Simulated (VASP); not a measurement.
# WF2 (P-3m1) in VASP: notebook

Aim: see how the results for WF2 move with the level of theory and the settings. Levels: PBEsol, r2SCAN. Tasks: single point.

Everything below comes from runs of VASP 6.6.1. Logs are shortened: lines on timing, memory, paths and dates and some standing lists are left out, and cuts for length are marked.

## Step 1: The cell of the first run

The structure is trigonal, space group P-3m1 (No. 164). The conventional cell has a = 2.753 Å, b = 2.753 Å, c = 6.162 Å, α = 90.00°, β = 90.00°, γ = 120.00°. Within 2.9 Å of W (site symmetry -3m) lie 6 F at 2.19 Å and 6 W at 2.75 Å. Within 2.9 Å of F (site symmetry 3m) lie 3 W at 2.19 Å and 6 F at 2.75 Å.

## Step 2: Single point, PBEsol, collinear spin

File INCAR:

```
PREC     = Accurate       # precision mode
ENCUT    = 520            # plane-wave cutoff, eV
EDIFF    = 1E-6           # SCF threshold, eV
ISMEAR   = 0              # smearing method
SIGMA    = 0.1            # smearing width, eV
LREAL    = False          # projectors in reciprocal space
LASPH    = True           # aspherical terms in the spheres
NELM     = 150            # most SCF steps
ALGO     = Normal         # electronic algorithm
ISIF     = 2              # what is computed and relaxed
LWAVE    = False          # write WAVECAR
LCHARG   = False          # write CHGCAR
ISPIN    = 2              # spin polarisation
MAGMOM   = 2.5 0 0        # initial moments
LORBIT   = 11             # projections on sites
LMAXMIX  = 4              # l up to which the mixer works
GGA      = PS             # functional
NBANDS   = 25             # bands
LUSENCCL = False
```

File KPOINTS:

```
regular mesh
0
Gamma
  18 18 8
```

File POSCAR:

```
WF2
1.0
    2.7532265928      0.0000000000      0.0000000000
   -1.3766132964      2.3843641717      0.0000000000
    0.0000000000      0.0000000000      6.1617623769
W F
1 2
Direct
    0.0000000000      0.0000000000      0.0000000000
    0.3333333333      0.6666666667      0.2447159061
    0.6666666667      0.3333333333      0.7552840939
```

Potentials or basis: VASP PAW PBE potentials, release 64 (W_sv, F).

The run is started by

```console
cat potpaw_PBE.64/W_sv/POTCAR potpaw_PBE.64/F/POTCAR > POTCAR
mpirun -np 1 vasp_std > vasp.out
```

OUTCAR:

```text
PREC = Accurate
   ENCUT = 520
   EDIFF = 1E-6
   ISMEAR = 0
   LREAL = False
   LASPH = True
   NELM = 150
   ISIF = 2
   ISPIN = 2
   LORBIT = 11
   GGA = PS

 ion  position               nearest neighbor table
   1  0.000  0.000  0.000-   2 2.19   3 2.19   2 2.19   3 2.19   3 2.19   2 2.19
   2  0.333  0.667  0.245-   1 2.19   1 2.19   1 2.19
   3  0.667  0.333  0.755-   1 2.19   1 2.19   1 2.19

  LATTYP: Found a hexagonal cell.
 ALAT       =     2.7532265928
 C/A-ratio  =     2.2380149869

  Lattice vectors:

 A1 = (   2.7532265928,   0.0000000000,   0.0000000000)
 A2 = (  -1.3766132964,   2.3843641717,   0.0000000000)
 A3 = (   0.0000000000,   0.0000000000,   6.1617623769)

Analysis of symmetry for initial positions (statically):
=====================================================================
 Subroutine PRICEL returns:
 Original cell was already a primitive cell.

 Routine SETGRP: Setting up the symmetry group for a
 hexagonal supercell.

 Subroutine GETGRP returns: Found 12 space group operations
 (whereof 12 operations were pure point group operations)
 out of a pool of 24 trial point group operations.

The static configuration has the point symmetry D_3d.

Analysis of symmetry for dynamics (positions and initial velocities):
=====================================================================
 Subroutine PRICEL returns:
 Original cell was already a primitive cell.

 Routine SETGRP: Setting up the symmetry group for a
 hexagonal supercell.

 Subroutine GETGRP returns: Found 12 space group operations
 (whereof 12 operations were pure point group operations)
 out of a pool of 24 trial point group operations.

The dynamic configuration has the point symmetry D_3d.

Analysis of structural, dynamic, and magnetic symmetry:
=====================================================================
 Subroutine PRICEL returns:
 Original cell was already a primitive cell.

 Routine SETGRP: Setting up the symmetry group for a
 hexagonal supercell.

 Subroutine GETGRP returns: Found 12 space group operations
 (whereof 12 operations were pure point group operations)
 out of a pool of 24 trial point group operations.

The overall configuration has the point symmetry D_3d.

 Subroutine INISYM returns: Found 12 space group operations
 (whereof 12 operations are pure point group operations),
 and found     1 'primitive' translations

----------------------------------------------------------------------------------------

                                     Primitive cell

  volume of cell :      40.4501

  direct lattice vectors                    reciprocal lattice vectors
     2.753226593  0.000000000  0.000000000     0.363210207  0.209699511 -0.000000000
    -1.376613296  2.384364172  0.000000000     0.000000000  0.419399021  0.000000000
     0.000000000  0.000000000  6.161762377     0.000000000 -0.000000000  0.162291231

  length of vectors
     2.753226593  2.753226593  6.161762377     0.419399021  0.419399021  0.162291231

  position of ions in fractional coordinates (direct lattice)
     0.000000000  0.000000000  0.000000000
     0.333333333  0.666666667  0.244715906
     0.666666667  0.333333333  0.755284094

  ion indices of the primitive-cell ions
   primitive index   ion index
                 1           1
                 2           2
                 3           3

----------------------------------------------------------------------------------------

 KPOINTS: regular mesh

Automatic generation of k-mesh.
 Grid dimensions read from file:
 generate k-points for:   18   18    8

 Generating k-lattice:

  Cartesian coordinates                     Fractional coordinates (reciprocal lattice)
     0.020178345  0.011649973 -0.000000000     0.055555556  0.000000000  0.000000000
     0.000000000  0.023299946  0.000000000     0.000000000  0.055555556  0.000000000
     0.000000000 -0.000000000  0.020286404     0.000000000  0.000000000  0.125000000

  Length of vectors
     0.023299946  0.023299946  0.020286404

  Shift w.r.t. Gamma in fractional coordinates (k-lattice)
     0.000000000  0.000000000  0.000000000

 Subroutine IBZKPT returns following result:
 ===========================================

 Found    266 irreducible k-points:

 Following reciprocal coordinates:
            Coordinates               Weight
  0.000000  0.000000  0.000000      1.000000
  0.055556  0.000000  0.000000      6.000000
  0.111111  0.000000  0.000000      6.000000
  0.166667  0.000000  0.000000      6.000000
  0.222222  0.000000  0.000000      6.000000
  0.277778  0.000000  0.000000      6.000000
[... 16 lines left out ...]
  0.333333  0.111111  0.000000     12.000000
  0.388889  0.111111  0.000000     12.000000
 [... further k-points ...]
   k-points           NKPTS =    266   k-points in BZ     NKDIM =    266   number of bands    NBANDS=     25
   number of dos      NEDOS =    301   number of ions     NIONS =      3
   total plane-waves  NPLWV =  19200
   dimension x,y,z NGX =    20 NGY =   20 NGZ =   48
   dimension x,y,z NGXF=    40 NGYF=   40 NGZF=   96
   ions per type =               1   2
   NGX,Y,Z   is equivalent  to a cutoff of  12.08, 12.08, 12.95 a.u.
   NGXF,Y,Z  is equivalent  to a cutoff of  24.15, 24.15, 25.90 a.u.
 SYSTEM =  unknown system
   PREC   = accura    normal or accurate (medium, high low for compatibility)
   ISTART =      0    job   : 0-new  1-cont  2-samecut
   ICHARG =      2    charge: 1-file 2-atom 10-const
   ISPIN  =      2    spin polarized calculation?
   LNONCOLLINEAR =      F non collinear calculations
   LSORBIT =      F    spin-orbit coupling
   LASPH  =      T    aspherical Exc in radial PAW
   ENCUT  =  520.0 eV  38.22 Ry    6.18 a.u.   5.12  5.12 11.46*2*pi/ulx,y,z
   NELM   =    150;   NELMIN=  2; NELMDL= -5     # of ELM steps
   EDIFF  = 0.1E-05   stopping-criterion for ELM
   LREAL  =      F    real-space projection
   EDIFFG = 0.1E-04   stopping-criterion for IOM
   NSW    =      0    number of steps for IOM
   IBRION =     -1    ionic relax: 0-MD 1-quasi-New 2-CG
   NFREE  =      0    steps in history (QN), initial steepest desc. (CG)
   ISIF   =      2    stress and relaxation
   ISYM   =      2    0-nonsym 1-usesym 2-fastsym
   POTIM  = 0.5000    time-step for ionic-motion
   TEBEG  =    0.0;   TEEND  =   0.0 temperature during run
   PSTRESS=    0.0 pullay stress
   NELECT =      28.0000    total number of electrons
   NUPDOWN=      -1.0000    fix difference up-down
   EMIN   =  10.00;   EMAX   =-10.00  energy-range for DOS
   EFERMI =   0.00;   METHOD = LEGACY
   ISMEAR =     0;   SIGMA  =   0.10  broadening in eV -4-tet -1-fermi 0-gaus
   EFERMI_NEDOS =   21; number of points for ismear=-14 and -15
   IALGO  =     38    algorithm
   IMIX   =      4    mixing-type and parameters
     AMIX     =   0.40;   BMIX     =  1.00
     AMIX_MAG =   1.60;   BMIX_MAG =  1.00
  volume/ion in A,a.u.               =      13.48        90.99
  Fermi-wavevector in a.u.,A,eV,Ry     =   1.448175  2.736654 28.534281  2.097210
  Thomas-Fermi vector in A             =   2.566046
   LORBIT       =     11    0 simple, 1 ext, 2 COOP (PROOUT), +10 PAW based schemes
   GGA     = PS    functional components
   LHFCALC =     F    Hartree Fock is set to
   AEXX    =    0.0000 exact exchange contribution
   IVDW    =     0    specifies the selected vdW correction
   LEPSILON=     F    determine dielectric tensor
   LRPA    =     F    only Hartree local field effects (RPA)
 spin polarized calculation
 Gauss-broadening in eV      SIGMA  =   0.10
  energy-cutoff  :      520.00
  volume of cell :       40.45
 maximum number of plane-waves:      1103
   NGX = 11   NGY = 11   NGZ = 23

 number of electron      27.9999989 magnetization       0.0011056

 number of electron      27.9999989 magnetization      -0.0003692

 Free energy of the ion-electron system (eV)
  ---------------------------------------------------
  ext. energy  EPLUGINS =         0.00000000
  ---------------------------------------------------
  free energy    TOTEN  =       -21.41299128 eV

  energy without entropy =      -21.41037190  energy(sigma->0) =      -21.41168159

 E-fermi :   6.3964     XC(G=0): -10.4866

 val. band max:        6.3870616045   @ k =   0.0556   0.0556   0.1250
 cond. band min:       6.4208951109   @ k =   0.0000   0.0556   0.3750
 fundamental gap:      0.0338335064
 Fermi energy:         6.3963722363

 spin component 1

 k-point     1 :       0.0000    0.0000    0.0000
  band No.  band energies     occupation
      1     -69.7019      1.00000
      2     -34.5429      1.00000
      3     -33.1169      1.00000
      4     -33.1169      1.00000
      5     -21.2031      1.00000
      6     -20.6222      1.00000
[... 17 lines left out ...]
     24      24.7132      0.00000
     25      24.7132      0.00000

 k-point     2 :       0.0556    0.0000    0.0000
  band No.  band energies     occupation
      1     -69.6985      1.00000
      2     -34.5345      1.00000
      3     -33.1598      1.00000
      4     -33.1261      1.00000
      5     -21.1772      1.00000
      6     -20.6222      1.00000
[... 17 lines left out ...]
     24      24.7194      0.00000
     25      24.8003      0.00000
[... 586 lines left out ...]
     24      21.1775      0.00000
     25      23.2085      0.00000

 k-point    24 :       0.3889    0.1111    0.0000
  band No.  band energies     occupation
      1     -69.5894      1.00000
      2     -34.3455      1.00000
      3     -34.2524      1.00000
      4     -33.5034      1.00000
      5     -20.6651      1.00000
      6     -20.3521      1.00000
[... 17 lines left out ...]
     24      20.6820      0.00000
     25      22.3675      0.00000

 [... further k-points ...]

 spin component 2

 k-point     1 :       0.0000    0.0000    0.0000
  band No.  band energies     occupation
      1     -69.7014      1.00000
      2     -34.5427      1.00000
      3     -33.1167      1.00000
      4     -33.1167      1.00000
      5     -21.2031      1.00000
      6     -20.6221      1.00000
[... 17 lines left out ...]
     24      24.7130      0.00000
     25      24.7130      0.00000

 k-point     2 :       0.0556    0.0000    0.0000
  band No.  band energies     occupation
      1     -69.6980      1.00000
      2     -34.5343      1.00000
      3     -33.1595      1.00000
      4     -33.1258      1.00000
      5     -21.1772      1.00000
      6     -20.6222      1.00000
[... 17 lines left out ...]
     24      24.7192      0.00000
     25      24.8000      0.00000
[... 586 lines left out ...]
     24      21.1774      0.00000
     25      23.2084      0.00000

 k-point    24 :       0.3889    0.1111    0.0000
  band No.  band energies     occupation
      1     -69.5889      1.00000
      2     -34.3453      1.00000
      3     -34.2522      1.00000
      4     -33.5032      1.00000
      5     -20.6650      1.00000
      6     -20.3521      1.00000
[... 17 lines left out ...]
     24      20.6819      0.00000
     25      22.3675      0.00000

 [... further k-points ...]

------------------------ aborting loop because EDIFF is reached ----------------------------------------

  FORCE on cell =-STRESS in cart. coord.  units (eV):
  Direction    XX          YY          ZZ          XY          YZ          ZX
  --------------------------------------------------------------------------------------
  -------------------------------------------------------------------------------------
  Total        0.2736149      0.2736149      0.3130685      0.0000000      0.0000000      0.0000000
  in kB       10.8375412     10.8375412     12.4002488      0.0000000      0.0000000      0.0000000
  external PRESSURE =      11.3584438 kB  Pullay stress =       0.0000000 kB

 VOLUME and BASIS-vectors are now :
 -----------------------------------------------------------------------------
  energy-cutoff  :      520.00
  volume of cell :       40.45
      direct lattice vectors                 reciprocal lattice vectors
     2.753226593  0.000000000  0.000000000     0.363210207  0.209699511 -0.000000000
    -1.376613296  2.384364172  0.000000000     0.000000000  0.419399021  0.000000000
     0.000000000  0.000000000  6.161762377     0.000000000 -0.000000000  0.162291231

 POSITION                                       TOTAL-FORCE (eV/Angst)
 -----------------------------------------------------------------------------------
      0.00000      0.00000      0.00000         0.000000      0.000000      0.000000
     -0.00000      1.58958      1.50788        -0.000000     -0.000000      0.132978
      1.37661      0.79479      4.65388         0.000000      0.000000     -0.132978
 -----------------------------------------------------------------------------------
    total drift:                                0.000000     -0.000000      0.000000

  FREE ENERGIE OF THE ION-ELECTRON SYSTEM (eV)
  ---------------------------------------------------
  free  energy   TOTEN  =       -21.4129912795 eV

  energy  without entropy=      -21.4103719044  energy(sigma->0) =      -21.41168159

 total charge

# of ion       s       p       d       tot
------------------------------------------
    1        2.280   6.247   3.472  11.999
    2        1.742   4.304   0.000   6.045
    3        1.742   4.304   0.000   6.045
--------------------------------------------------
tot          5.763  14.855   3.472  24.090

 magnetization (x)

# of ion       s       p       d       tot
------------------------------------------
    1       -0.000   0.000   0.000   0.000
    2        0.000   0.000   0.000   0.000
    3        0.000   0.000   0.000   0.000
--------------------------------------------------
tot          0.000   0.000   0.000   0.000
```

Wall time 4.6 min (1 × NVIDIA H100 80GB with 1 thread of AMD EPYC 7R13 (Zen 3), shared host); peak memory 1.5 GiB.

Results:

| Item | Value |
| --- | --- |
| Free energy | -21.4130 eV |
| Pressure | 1.1 GPa |
| Largest force | 0.133 eV/Å |
| Band gap on the k mesh | zero (filled and empty bands overlap) |
| Net moment | 0.00 μB per cell |
| Valence electrons inside the program's atomic spheres | W 12.00; F 6.04 |

Forces in eV/Å, atoms in the order of the input:
```
W    0.000  0.000  0.000
F    0.000  0.000  0.133
F    0.000  0.000 -0.133
```

Stress tensor (GPa, compression positive):
```
1.08 0.00 0.00
0.00 1.08 0.00
0.00 0.00 1.24
```

Caveat: the PAW data sets were made with another functional, which shifts forces and pressure a little; spin-orbit coupling is left out, which moves the levels of the heavy elements.

## Step 3: Single point, r2SCAN, collinear spin

POSCAR is that of step 2.

File INCAR.step1:

```
PREC = Accurate
ENCUT = 520
ISMEAR = 0
SIGMA = 0.1
LREAL = False
LASPH = True
NELM = 150
ISPIN = 2
MAGMOM = 2.5 0 0
LMAXMIX = 4
NBANDS = 25
GGA = PE
ALGO = Normal
EDIFF = 1E-4
LWAVE = True
LCHARG = False
LUSENCCL = False
```

File INCAR.step2:

```
PREC = Accurate
ENCUT = 520
EDIFF = 1E-6
ISMEAR = 0
SIGMA = 0.1
LREAL = False
LASPH = True
NELM = 150
ALGO = Normal
ISIF = 2
LWAVE = False
LCHARG = False
ISPIN = 2
MAGMOM = 2.5 0 0
LORBIT = 11
LMAXMIX = 4
METAGGA = R2SCAN
LMIXTAU = True
NBANDS = 25
ISTART = 1
LUSENCCL = False
```

File KPOINTS:

```
Automatic mesh
0
Gamma
  18 18 8
```

Potentials or basis: VASP PAW PBE potentials, release 64 (W_sv, F).

The run is started by

```console
cat potpaw_PBE.64/W_sv/POTCAR potpaw_PBE.64/F/POTCAR > POTCAR
cp INCAR.step1 INCAR
mpirun -np 1 vasp_std > vasp.out
cp INCAR.step2 INCAR
mpirun -np 1 vasp_std > vasp.out
```

Run time: 8 min. Hardware: 1 × NVIDIA H100 80GB with 1 thread of AMD EPYC 7R13 (Zen 3), shared host; peak memory 1.5 GiB.

It converged, with:

- Free energy: -61.7130 eV
- Pressure: 3.0 GPa
- Largest force: 0.392 eV/Å
- Band gap on the k mesh: zero (filled and empty bands overlap)
- Net moment: 0.00 μB per cell
- Valence electrons inside the program's atomic spheres: W 11.95; F 6.10

Forces on the atoms (eV/Å):
```
W    0.000  0.000  0.000
F    0.000  0.000  0.392
F    0.000  0.000 -0.392
```

Stress tensor (GPa, compression positive):
```
2.56 0.00 0.00
0.00 2.56 0.00
0.00 0.00 3.82
```

Levels at points of the mesh, in eV from the Fermi level:
Spin up:
```
           k point  band 10  band 11  band 12  band 13  band 14  band 15  band 16  band 17  band 18  band 19
(0.00, 0.00, 0.00)    -8.58    -7.84    -7.84    -5.18    -1.87    -1.87     0.01     1.58     1.58     5.56
(0.50, 0.00, 0.00)    -9.03    -8.77    -8.27    -5.54     0.62     1.36     1.54     3.88     4.52     9.96
(0.00, 0.00, 0.50)    -8.57    -7.84    -7.84    -4.98    -1.87    -1.87     0.44     1.58     1.58     3.77
(0.50, 0.00, 0.50)    -9.05    -8.66    -8.25    -5.57     0.63     1.32     1.53     3.88     4.50     9.62
```
Spin down:
| k point | band 10 | band 11 | band 12 | band 13 | band 14 | band 15 | band 16 | band 17 | band 18 | band 19 |
| --- | --- | --- | --- | --- | --- | --- | --- | --- | --- | --- |
| (0.00, 0.00, 0.00) | -8.58 | -7.84 | -7.84 | -5.18 | -1.87 | -1.87 | 0.01 | 1.58 | 1.58 | 5.56 |
| (0.50, 0.00, 0.00) | -9.03 | -8.77 | -8.27 | -5.54 | 0.62 | 1.36 | 1.54 | 3.88 | 4.52 | 9.96 |
| (0.00, 0.00, 0.50) | -8.57 | -7.84 | -7.84 | -4.98 | -1.87 | -1.87 | 0.44 | 1.58 | 1.58 | 3.77 |
| (0.50, 0.00, 0.50) | -9.05 | -8.66 | -8.25 | -5.57 | 0.63 | 1.32 | 1.53 | 3.88 | 4.50 | 9.62 |

Caveat: the PAW data sets were made with another functional, which shifts forces and pressure a little; spin-orbit coupling is left out, which moves the levels of the heavy elements.

The gap in the log of VASP goes by the Fermi energy; the results here count the filled bands.